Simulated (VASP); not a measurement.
# KF (Fm-3m) in VASP: further runs

KF is run at these levels: LDA; tasks: single point.

Program: VASP 6.6.1. These are calculated values, not measurements. Logs are shortened: lines on timing, memory, paths and dates and some standing lists are left out, and cuts for length are marked.

## (1) The cell of the first run

Symmetry: Fm-3m, No. 225, cubic system. The conventional cell has a = 5.235 Å, b = 5.235 Å, c = 5.235 Å, α = 90.00°, β = 90.00°, γ = 90.00°. K (site symmetry m-3m) has 6 F at 2.62 Å within 3.5 Å. F (site symmetry m-3m) has 6 K at 2.62 Å within 3.5 Å.

## (2) Single point, LDA

File INCAR:

```
  PREC = Accurate
  ENCUT = 520
  EDIFF = 1E-6
  ISMEAR = -1
  SIGMA = 0.05
  LREAL = F
  LASPH = T
  NELM = 80
  ALGO = Normal
  ISIF = 2
  LWAVE = F
  LCHARG = F
  GGA = CA
  NBANDS = 15
```

File KPOINTS:

```
regular mesh
0
Gamma
  9 9 9
```

File POSCAR:

```
KF
1.0
    0.0000000000      2.6173071446      2.6173071446
    2.6173071446      0.0000000000      2.6173071446
    2.6173071446      2.6173071446      0.0000000000
K F
1 1
Direct
    0.0000000000      0.0000000000      0.0000000000
    0.5000000000      0.5000000000      0.5000000000
```

Potentials or basis: VASP PAW LDA potentials, release 64 (K_sv, F).

The run is started by

```console
$ cat potpaw_LDA.64/K_sv/POTCAR potpaw_LDA.64/F/POTCAR > POTCAR
$ mpirun -np 1 vasp_std > vasp.out
```

OUTCAR:

```text
PREC = Accurate
   ENCUT = 520
   EDIFF = 1E-6
   ISMEAR = -1
   LREAL = F
   LASPH = T
   NELM = 80
   ISIF = 2
   GGA = CA

 ion  position               nearest neighbor table
   1  0.000  0.000  0.000-   2 2.62   2 2.62   2 2.62   2 2.62   2 2.62   2 2.62
   2  0.500  0.500  0.500-   1 2.62   1 2.62   1 2.62   1 2.62   1 2.62   1 2.62

  LATTYP: Found a face centered cubic cell.
 ALAT       =     5.2346142892

  Lattice vectors:

 A1 = (   0.0000000000,   2.6173071446,   2.6173071446)
 A2 = (   2.6173071446,   0.0000000000,   2.6173071446)
 A3 = (   2.6173071446,   2.6173071446,   0.0000000000)

Analysis of symmetry for initial positions (statically):
=====================================================================
 Subroutine PRICEL returns:
 Original cell was already a primitive cell.

 Routine SETGRP: Setting up the symmetry group for a
 face centered cubic supercell.

 Subroutine GETGRP returns: Found 48 space group operations
 (whereof 48 operations were pure point group operations)
 out of a pool of 48 trial point group operations.

The static configuration has the point symmetry O_h .

Analysis of symmetry for dynamics (positions and initial velocities):
=====================================================================
 Subroutine PRICEL returns:
 Original cell was already a primitive cell.

 Routine SETGRP: Setting up the symmetry group for a
 face centered cubic supercell.

 Subroutine GETGRP returns: Found 48 space group operations
 (whereof 48 operations were pure point group operations)
 out of a pool of 48 trial point group operations.

The dynamic configuration has the point symmetry O_h .

 Subroutine INISYM returns: Found 48 space group operations
 (whereof 48 operations are pure point group operations),
 and found     1 'primitive' translations

----------------------------------------------------------------------------------------

                                     Primitive cell

  volume of cell :      35.8587

  direct lattice vectors                    reciprocal lattice vectors
     0.000000000  2.617307145  2.617307145    -0.191036043  0.191036043  0.191036043
     2.617307145  0.000000000  2.617307145     0.191036043 -0.191036043  0.191036043
     2.617307145  2.617307145  0.000000000     0.191036043  0.191036043 -0.191036043

  length of vectors
     3.701431261  3.701431261  3.701431261     0.330884132  0.330884132  0.330884132

  position of ions in fractional coordinates (direct lattice)
     0.000000000  0.000000000  0.000000000
     0.500000000  0.500000000  0.500000000

  ion indices of the primitive-cell ions
   primitive index   ion index
                 1           1
                 2           2

----------------------------------------------------------------------------------------

 KPOINTS: regular mesh

Automatic generation of k-mesh.
 Grid dimensions read from file:
 generate k-points for:    9    9    9

 Generating k-lattice:

  Cartesian coordinates                     Fractional coordinates (reciprocal lattice)
    -0.021226227  0.021226227  0.021226227     0.111111111  0.000000000  0.000000000
     0.021226227 -0.021226227  0.021226227     0.000000000  0.111111111  0.000000000
     0.021226227  0.021226227 -0.021226227     0.000000000  0.000000000  0.111111111

  Length of vectors
     0.036764904  0.036764904  0.036764904

  Shift w.r.t. Gamma in fractional coordinates (k-lattice)
     0.000000000  0.000000000  0.000000000

 Subroutine IBZKPT returns following result:
 ===========================================

 Found     35 irreducible k-points:

 Following reciprocal coordinates:
            Coordinates               Weight
  0.000000  0.000000  0.000000      1.000000
  0.111111  0.000000  0.000000      8.000000
  0.222222  0.000000  0.000000      8.000000
  0.333333  0.000000  0.000000      8.000000
  0.444444  0.000000  0.000000      8.000000
  0.111111  0.111111  0.000000      6.000000
[... 16 lines left out ...]
 -0.333333  0.333333  0.000000     12.000000
  0.444444  0.444444  0.000000      6.000000
 [... further k-points ...]
   k-points           NKPTS =     35   k-points in BZ     NKDIM =     35   number of bands    NBANDS=     15
   number of dos      NEDOS =    301   number of ions     NIONS =      2
   total plane-waves  NPLWV =  21952
   dimension x,y,z NGX =    28 NGY =   28 NGZ =   28
   dimension x,y,z NGXF=    56 NGYF=   56 NGZF=   56
   ions per type =               1   1
   NGX,Y,Z   is equivalent  to a cutoff of  12.58, 12.58, 12.58 a.u.
   NGXF,Y,Z  is equivalent  to a cutoff of  25.15, 25.15, 25.15 a.u.
 SYSTEM =  unknown system
   PREC   = accura    normal or accurate (medium, high low for compatibility)
   ISTART =      0    job   : 0-new  1-cont  2-samecut
   ICHARG =      2    charge: 1-file 2-atom 10-const
   ISPIN  =      1    spin polarized calculation?
   LNONCOLLINEAR =      F non collinear calculations
   LSORBIT =      F    spin-orbit coupling
   LASPH  =      T    aspherical Exc in radial PAW
   ENCUT  =  520.0 eV  38.22 Ry    6.18 a.u.   6.88  6.88  6.88*2*pi/ulx,y,z
   NELM   =     80;   NELMIN=  2; NELMDL= -5     # of ELM steps
   EDIFF  = 0.1E-05   stopping-criterion for ELM
   LREAL  =      F    real-space projection
   EDIFFG = 0.1E-04   stopping-criterion for IOM
   NSW    =      0    number of steps for IOM
   IBRION =     -1    ionic relax: 0-MD 1-quasi-New 2-CG
   NFREE  =      0    steps in history (QN), initial steepest desc. (CG)
   ISIF   =      2    stress and relaxation
   ISYM   =      2    0-nonsym 1-usesym 2-fastsym
   POTIM  = 0.5000    time-step for ionic-motion
   TEBEG  =    0.0;   TEEND  =   0.0 temperature during run
   PSTRESS=    0.0 pullay stress
   NELECT =      16.0000    total number of electrons
   NUPDOWN=      -1.0000    fix difference up-down
   EMIN   =  10.00;   EMAX   =-10.00  energy-range for DOS
   EFERMI =   0.00;   METHOD = LEGACY
   ISMEAR =    -1;   SIGMA  =   0.05  broadening in eV -4-tet -1-fermi 0-gaus
   EFERMI_NEDOS =   21; number of points for ismear=-14 and -15
   IALGO  =     38    algorithm
   IMIX   =      4    mixing-type and parameters
     AMIX     =   0.40;   BMIX     =  1.00
     AMIX_MAG =   1.60;   BMIX_MAG =  1.00
  volume/ion in A,a.u.               =      17.93       120.99
  Fermi-wavevector in a.u.,A,eV,Ry     =   1.250979  2.364008 21.292428  1.564949
  Thomas-Fermi vector in A             =   2.384948
   LORBIT       =      0    0 simple, 1 ext, 2 COOP (PROOUT), +10 PAW based schemes
   GGA     = CA    functional components
   LHFCALC =     F    Hartree Fock is set to
   AEXX    =    0.0000 exact exchange contribution
   IVDW    =     0    specifies the selected vdW correction
   LEPSILON=     F    determine dielectric tensor
   LRPA    =     F    only Hartree local field effects (RPA)
 non-spin polarized calculation
  energy-cutoff  :      520.00
  volume of cell :       35.86
 maximum number of plane-waves:       981
   NGX = 13   NGY = 13   NGZ = 13

 number of electron      16.0000013 magnetization

 Free energy of the ion-electron system (eV)
  ---------------------------------------------------
  ext. energy  EPLUGINS =         0.00000000
  ---------------------------------------------------
  free energy    TOTEN  =        -9.06728587 eV

  energy without entropy =       -9.06728587  energy(sigma->0) =       -9.06728587

 E-fermi :  -1.9655     XC(G=0):  -9.4141

 val. band max:       -3.0561932312   @ k =   0.0000   0.0000   0.0000
 cond. band min:       3.0590111107   @ k =   0.0000   0.0000   0.0000
 fundamental gap:      6.1152043418
 Fermi energy:        -1.9654867791

 k-point     1 :       0.0000    0.0000    0.0000
  band No.  band energies     occupation
      1     -28.5309      2.00000
      2     -21.3052      2.00000
      3     -11.9490      2.00000
      4     -11.9490      2.00000
      5     -11.9490      2.00000
      6      -3.0562      2.00000
      7      -3.0562      2.00000
      8      -3.0562      2.00000
      9       3.0590      0.00000
     10       7.6188      0.00000
     11       7.6188      0.00000
     12       7.6188      0.00000
     13       9.4411      0.00000
     14       9.4411      0.00000
     15      13.7044      0.00000

 k-point     2 :       0.1111    0.0000    0.0000
  band No.  band energies     occupation
      1     -28.5148      2.00000
      2     -21.3213      2.00000
      3     -11.9884      2.00000
      4     -11.9541      2.00000
      5     -11.9541      2.00000
      6      -3.1897      2.00000
      7      -3.1078      2.00000
      8      -3.1078      2.00000
      9       3.4315      0.00000
     10       7.3822      0.00000
     11       7.8029      0.00000
     12       7.8029      0.00000
     13       9.5738      0.00000
     14       9.5738      0.00000
     15      14.3965      0.00000

 k-point     3 :       0.2222    0.0000    0.0000
  band No.  band energies     occupation
      1     -28.4738      2.00000
      2     -21.3622      2.00000
      3     -12.0872      2.00000
      4     -11.9667      2.00000
      5     -11.9667      2.00000
      6      -3.4885      2.00000
      7      -3.2358      2.00000
      8      -3.2358      2.00000
      9       4.3806      0.00000
     10       7.0174      0.00000
     11       8.2864      0.00000
     12       8.2864      0.00000
     13       9.9731      0.00000
     14       9.9731      0.00000
     15      15.7458      0.00000
[... 343 lines left out ...]
 k-point    23 :      -0.3333    0.3333    0.0000
  band No.  band energies     occupation
      1     -28.3656      2.00000
      2     -21.3966      2.00000
      3     -12.4733      2.00000
      4     -12.2389      2.00000
      5     -12.0891      2.00000
      6      -3.5953      2.00000
      7      -3.3622      2.00000
      8      -3.2156      2.00000
      9       6.1444      0.00000
     10       7.2490      0.00000
     11       8.5602      0.00000
     12      10.4526      0.00000
     13      10.8304      0.00000
     14      11.8733      0.00000
     15      13.9997      0.00000

 k-point    24 :       0.4444    0.4444    0.0000
  band No.  band energies     occupation
      1     -28.3665      2.00000
      2     -21.3467      2.00000
      3     -12.6468      2.00000
      4     -12.2183      2.00000
      5     -12.2183      2.00000
      6      -3.2742      2.00000
      7      -3.0960      2.00000
      8      -3.0960      2.00000
      9       4.9311      0.00000
     10       7.1757      0.00000
     11       8.9531      0.00000
     12      10.8049      0.00000
     13      11.3962      0.00000
     14      11.3962      0.00000
     15      13.5802      0.00000

 [... further k-points ...]

------------------------ aborting loop because EDIFF is reached ----------------------------------------

  FORCE on cell =-STRESS in cart. coord.  units (eV):
  Direction    XX          YY          ZZ          XY          YZ          ZX
  --------------------------------------------------------------------------------------
  -------------------------------------------------------------------------------------
  Total       -0.3285610     -0.3285610     -0.3285610      0.0000000      0.0000000      0.0000000
  in kB      -14.6802206    -14.6802206    -14.6802206      0.0000000      0.0000000      0.0000000
  external PRESSURE =     -14.6802206 kB  Pullay stress =       0.0000000 kB

 VOLUME and BASIS-vectors are now :
 -----------------------------------------------------------------------------
  energy-cutoff  :      520.00
  volume of cell :       35.86
      direct lattice vectors                 reciprocal lattice vectors
     0.000000000  2.617307145  2.617307145    -0.191036043  0.191036043  0.191036043
     2.617307145  0.000000000  2.617307145     0.191036043 -0.191036043  0.191036043
     2.617307145  2.617307145  0.000000000     0.191036043  0.191036043 -0.191036043

 POSITION                                       TOTAL-FORCE (eV/Angst)
 -----------------------------------------------------------------------------------
      0.00000      0.00000      0.00000         0.000000      0.000000     -0.000000
      2.61731      2.61731      2.61731         0.000000      0.000000      0.000000
 -----------------------------------------------------------------------------------
    total drift:                                0.000000      0.000000      0.000000

  FREE ENERGIE OF THE ION-ELECTRON SYSTEM (eV)
  ---------------------------------------------------
  free  energy   TOTEN  =        -9.0672858716 eV

  energy  without entropy=       -9.0672858714  energy(sigma->0) =       -9.06728587
```

It took 19 s on 1 thread of Intel Xeon 8259CL, shared host; peak memory 0.15 GiB.

What came out:

```
Free energy            : -9.0673 eV
Pressure               : -1.5 GPa
Band gap on the k mesh : 6.12 eV
```

Caveat: an odd mesh through Γ misses points on the zone boundary, where band edges can lie.

## (3) Single point, LDA

This run uses another cell than the first one, of 18.31 Å³/atom.

File INCAR:

```
ALGO = Normal
EDIFF = 1E-6
ENCUT = 520
GGA = CA
ISIF = 2
ISMEAR = -1
LASPH = True
LCHARG = False
LREAL = False
LWAVE = False
NBANDS = 15
NELM = 60
PREC = Accurate
SIGMA = 0.05
```

File KPOINTS:

```
k-points
0
Gamma
  9 9 9
```

File POSCAR:

```
KF
1.0
    0.0000000000      2.6357394923      2.6357394923
    2.6357394923      0.0000000000      2.6357394923
    2.6357394923      2.6357394923      0.0000000000
K F
1 1
Direct
    0.0000000000      0.0000000000      0.0000000000
    0.5000000000      0.5000000000      0.5000000000
```

Potentials or basis: VASP PAW LDA potentials, release 64 (K_sv, F).

The run is started by

```console
$ cat potpaw_LDA.64/K_sv/POTCAR potpaw_LDA.64/F/POTCAR > POTCAR
$ mpirun -np 1 vasp_std > vasp.out
```

It took 18 s on 1 thread of Intel Xeon 8259CL, shared host; peak memory 0.15 GiB.

It converged, with:

* Free energy: -9.0594 eV
* Pressure: -2.2 GPa
* Band gap on the k mesh: 6.00 eV

Levels at points of the mesh, in eV from the valence-band top:
| k point | band 6 | band 7 | band 8 | band 9 | band 10 | band 11 |
| --- | --- | --- | --- | --- | --- | --- |
| (0.00, 0.00, 0.00) | 0.00 | 0.00 | 0.00 | 6.00 | 10.62 | 10.62 |

Caveat: an odd mesh through Γ misses points on the zone boundary, where band edges can lie.

## (4) Single point, LDA

This run uses another cell than the first one, of 18.69 Å³/atom.

File INCAR:

```
SYSTEM = KF
ALGO     = Normal         ! electronic algorithm
EDIFF    = 1E-7           ! SCF threshold, eV
ENCUT    = 520            ! plane-wave cutoff, eV
GGA      = CA             ! functional
ISIF     = 2              ! what is computed and relaxed
ISMEAR   = -1             ! smearing method
LASPH    = .True.         ! aspherical terms in the spheres
LCHARG   = .True.         ! write CHGCAR
LELF     = .True.         ! ELF
LREAL    = .False.        ! projectors in reciprocal space
LVHAR    = .True.       
LWAVE    = .False.        ! write WAVECAR
NBANDS   = 15             ! bands
NELM     = 100            ! most SCF steps
PREC     = Accurate       ! precision mode
SIGMA    = 0.05           ! smearing width, eV
```

File KPOINTS:

```
k-points
0
Gamma
  9 9 9
  0 0 0
```

File POSCAR:

```
KF
1.0
    0.0000000000      2.6539175805      2.6539175805
    2.6539175805      0.0000000000      2.6539175805
    2.6539175805      2.6539175805      0.0000000000
K F
1 1
Direct
    0.0000000000      0.0000000000      0.0000000000
    0.5000000000      0.5000000000      0.5000000000
```

The run is started by

```console
$ cat potpaw_LDA.64/K_sv/POTCAR potpaw_LDA.64/F/POTCAR > POTCAR
$ mpirun -np 1 vasp_std > vasp.out
```

Wall time 30 s (1 thread of Intel Xeon 8259CL, shared host); peak memory 0.14 GiB.

The run converged. Its results:

```
Free energy            : -9.0482 eV
Pressure               : -2.8 GPa
Band gap on the k mesh : 5.89 eV
```

Levels at points of the mesh, in eV from the valence-band top:
```csv
k point,band 4,band 5,band 6,band 7,band 8,band 9,band 10,band 11,band 12,band 13
"(0.00, 0.00, 0.00)",-9.03,-9.03,0.00,0.00,0.00,5.89,10.57,10.57,10.57,12.33
```

Caveat: an odd mesh through Γ misses points on the zone boundary, where band edges can lie.

## (5) Single point, LDA

This run uses another cell than the first one, of 19.46 Å³/atom.

File INCAR:

```
  PREC = Accurate
  ENCUT = 520
  EDIFF = 1E-6
  ISMEAR = -1
  SIGMA = 0.05
  LREAL = False
  LASPH = True
  NELM = 80
  ALGO = Normal
  ISIF = 2
  LWAVE = False
  LCHARG = False
  NBANDS = 15
```

File KPOINTS:

```
regular mesh
0
Gamma
  9 9 9
```

File POSCAR:

```
KF
1.0
    0.0000000000      2.6895448865      2.6895448865
    2.6895448865      0.0000000000      2.6895448865
    2.6895448865      2.6895448865      0.0000000000
K F
1 1
Direct
    0.0000000000      0.0000000000      0.0000000000
    0.5000000000      0.5000000000      0.5000000000
```

The run is started by

```console
$ cat potpaw_LDA.64/K_sv/POTCAR potpaw_LDA.64/F/POTCAR > POTCAR
$ mpirun -np 1 vasp_std > vasp.out
```

It took 27 s on 1 thread of Intel Xeon 8259CL, shared host; peak memory 0.15 GiB.

The run converged. Its results:

| Property | Result |
| --- | --- |
| Free energy | -9.0177 eV |
| Pressure | -3.9 GPa |
| Band gap on the k mesh | 5.69 eV |

Levels at points of the mesh, in eV from the valence-band top:
| k point | band 4 | band 5 | band 6 | band 7 | band 8 | band 9 | band 10 | band 11 | band 12 | band 13 |
| --- | --- | --- | --- | --- | --- | --- | --- | --- | --- | --- |
| (0.00, 0.00, 0.00) | -9.17 | -9.17 | 0.00 | 0.00 | 0.00 | 5.69 | 10.46 | 10.46 | 10.46 | 12.17 |

Caveat: the cell stands under tension; an odd mesh through Γ misses points on the zone boundary, where band edges can lie.

(Part 1 of 2 ends here.)
